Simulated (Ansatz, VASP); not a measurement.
# Zr2Ta in VASP and in Ansatz

```
Zr Ta
1.0
     0.00000    3.99555    3.99555
     3.99555    0.00000    3.99555
     3.99555    3.99555    0.00000
Zr Ta
4 2
Direct
  0.12500 0.12500 0.12500
  0.62500 0.12500 0.12500
  0.12500 0.12500 0.62500
  0.12500 0.62500 0.12500
  0.50000 0.50000 0.50000
  0.75000 0.75000 0.75000
```

Alike in both runs: functional PBE; k mesh 8 × 8 × 8; occupations gaussian, width 0.1 eV; no spin polarisation.

Ansatz relaxed the structure, and its values are those at the end. VASP's run is a single point on that final structure, the one shown.

|  | VASP | Ansatz |
| --- | --- | --- |
| version | VASP 6.6.1 | Ansatz 0.2.0 |
| potentials or method | VASP PAW PBE potentials, release 64 (Zr_sv, Ta_pv), cutoff 520 eV | scalar-relativistic, plane waves, PAW |
| valence electrons in the cell | 70 | 74 |

```tsv
	VASP	Ansatz	Ansatz less VASP
gap on the k mesh at the Fermi level (eV)	none	none	-
pressure (GPa)	0.0	0.0	-0.03
```

A gap of «none» marks a metal or a gap that the smearing closes. VASP's potentials hold 70 valence electrons a cell and Ansatz's 74, so a difference there can come from the potentials and not from the codes.

Neither program's run includes spin-orbit coupling.
